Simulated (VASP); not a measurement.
Wanted: the native input for a VASP 6.6.1 run.

| Item | Value |
| --- | --- |
| Task | single point |
| Functional | PBE |
| Potentials or basis | VASP PAW PBE potentials, release 64 (Rh_pv) |
| Cutoff | 500 eV |
| k mesh | 7 × 7 × 7 |
| Occupations | fermi-dirac, width 0.1 eV |
| Spin | no spin polarisation |
| Dipole correction | no |
| Further INCAR settings | ALGO = Normal; EDIFF = 1e-06; NBANDS = 14 |

The structure of Rh lies in POSCAR:

```
Rh
1.0
    0.0000000000      1.8978500000      1.8978500000
    1.8978500000      0.0000000000      1.8978500000
    1.8978500000      1.8978500000      0.0000000000
Rh
1
Direct
    0.0000000000      0.0000000000      0.0000000000
```

The input as run:

INCAR

```
SYSTEM = Rh
PREC = Accurate ; ENCUT = 500
EDIFF = 1E-6 ; ISMEAR = -1
SIGMA = 0.1 ; LREAL = .False.
LASPH = .True. ; NELM = 120
ALGO = Normal ; ISIF = 2
LWAVE = .False. ; LCHARG = .False.
GGA = PE ; NBANDS = 14
GGA_COMPAT = .False.
```

KPOINTS

```
Automatic mesh
0
Gamma
  7 7 7
  0 0 0
```

Potentials or basis: VASP PAW PBE potentials, release 64 (Rh_pv).

Command:

```bash
$ cat potpaw_PBE.64/Rh_pv/POTCAR > POTCAR
$ mpirun -np 1 vasp_std > vasp.out
```

It gave:

| Item | Value |
| --- | --- |
| Pressure | 6.6 GPa |

Caveat: the k points lie up to 0.41 Å⁻¹ apart.

It took 6.7 s on 1 thread of Intel Xeon 8259CL, with other jobs on the host, peak memory 0.12 GiB.
